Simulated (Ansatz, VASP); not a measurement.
# CuI in VASP and in Ansatz

The input INCAR:

```
ALGO = Normal
EDIFF = 1E-6
ENCUT = 520
GGA = PE
ISIF = 2
ISMEAR = -1
LASPH = True
LCHARG = True
LELF = True
LREAL = False
LVHAR = True
LWAVE = False
NBANDS = 26
NELM = 60
PREC = Accurate
SIGMA = 0.02
```

File KPOINTS:

```
k-points
0
Gamma
  6 6 6
```

File POSCAR:

```
CuI
1.0
    3.5037406371     -3.5931478134      0.0000000000
    3.5037406371      3.5931478134      0.0000000000
    0.0000000000      0.0000000000      4.3220123888
Cu I
2 2
Direct
    0.4168023173      0.5831976827      0.7500000000
    0.5831976827      0.4168023173      0.2500000000
    0.7779473852      0.2220526148      0.7500000000
    0.2220526148      0.7779473852      0.2500000000
```

Input for Ansatz:

```yaml
crystal:
  lattice:
    - [3.5037406371, -3.5931478134, 0.0]
    - [3.5037406371, 3.5931478134, 0.0]
    - [0.0, 0.0, 4.3220123888]
  atoms:
    - { symbol: Cu, position: [0.4168023173, 0.5831976827, 0.75] }
    - { symbol: Cu, position: [0.5831976827, 0.4168023173, 0.25] }
    - { symbol: I, position: [0.7779473852, 0.2220526148, 0.75] }
    - { symbol: I, position: [0.2220526148, 0.7779473852, 0.25] }
kpoints:
  mp_grid: { grid: [6, 6, 6] }
  band_path:
    path:
      - [[0.0, 0.0, 0.0], [-0.5, 0.5, 0.0], [-0.4877134429927, 0.5122865570073, 0.0]]
      - [[0.4877134429927, 0.4877134429927, 0.0], [0.0, 0.0, 0.0], [0.0, 0.0, 0.5], [0.4877134429927, 0.4877134429927, 0.5]]
      - [[-0.4877134429927, 0.5122865570073, 0.5], [-0.5, 0.5, 0.5], [-0.5, 0.5, 0.0]]
      - [[0.0, 0.0, 0.0], [4.393724479286e-18, 0.5, 0.0], [4.393724479286e-18, 0.5, 0.5], [0.0, 0.0, 0.5], [-0.5, 0.5, 0.5]]
    npoints: 10
hamiltonian:
  xc: pbe
scf:
  occupations: { method: fermi_dirac, width: 0.02 }
  n_extra_bands: 5
output:
  forces: true
  stress: true
  eigenvalues: true
```

Alike in both runs: task single point; functional PBE; k mesh 6 × 6 × 6; occupations fermi-dirac, width 0.02 eV; no spin polarisation.

|  | VASP | Ansatz |
| --- | --- | --- |
| version | VASP 6.6.1 | Ansatz 0.2.0 |
| potentials or method | VASP PAW PBE potentials, release 64 (Cu, I) | plane waves, PAW |
| plane-wave cutoff (eV) | 520 | 420 |
| valence electrons in the cell | 36 | 72 |

Ansatz gave:

* gap on the k mesh at the Fermi level (eV): 0.95
* pressure (GPa): 2.2
* traceless stress, the component that is largest in VASP (GPa): -0.49
* rms of the force components (eV/Å): 0.068

Task: Estimate VASP's values.

Result: gap on the k mesh at the Fermi level (eV): 0.96; pressure (GPa): 2.3; traceless stress, the component that is largest in VASP (GPa): -0.55; rms of the force components (eV/Å): 0.073.

Atom by atom the forces differ by 0.006 eV/Å (rms over components). With one functional, cell and mesh, what is left measures potentials, basis and numerics. VASP's potentials hold 36 valence electrons a cell and Ansatz's 72, so a difference there can come from the potentials and not from the codes.

Neither program's run includes spin-orbit coupling.
